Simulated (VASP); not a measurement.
The system is CdTe.

```
Cd Te
1.0
     0.00000    3.27994    3.27994
     3.27994    0.00000    3.27994
     3.27994    3.27994    0.00000
Cd Te
1 1
Direct
  0.00000 0.00000 0.00000
  0.25000 0.25000 0.25000
```

Base run:

| Item | Value |
| --- | --- |
| Program | VASP 6.6.1 |
| Functional | r2SCAN |
| Potentials or basis | VASP PAW PBE potentials, release 64 (Cd, Te) |
| Cutoff | 520 eV |
| k mesh | 4 × 4 × 4 |
| Occupations | gaussian, width 0.01 eV |
| Spin | no spin polarisation |

Its results: band gap on the k mesh 1.14 eV; pressure 0.3 GPa.

After a change of settings the same cell gave: band gap on the k mesh 0.65 eV; pressure 1.3 GPa. Which change was it?
A. functional from r2SCAN to PBE
B. functional from r2SCAN to HSE06; further incar settings from ALGO = Normal; EDIFF = 1e-06; NBANDS = 16 to ALGO = Normal; EDIFF = 1e-07; NBANDS = 16
C. functional from r2SCAN to PBE0

A.

Caveats: spin-orbit coupling is left out, which moves the levels of the heavy elements; the PAW data sets were made with another functional, which shifts forces and pressure a little (at least some runs); semilocal functionals underestimate gaps, and a narrow one can read as zero (at least some runs).
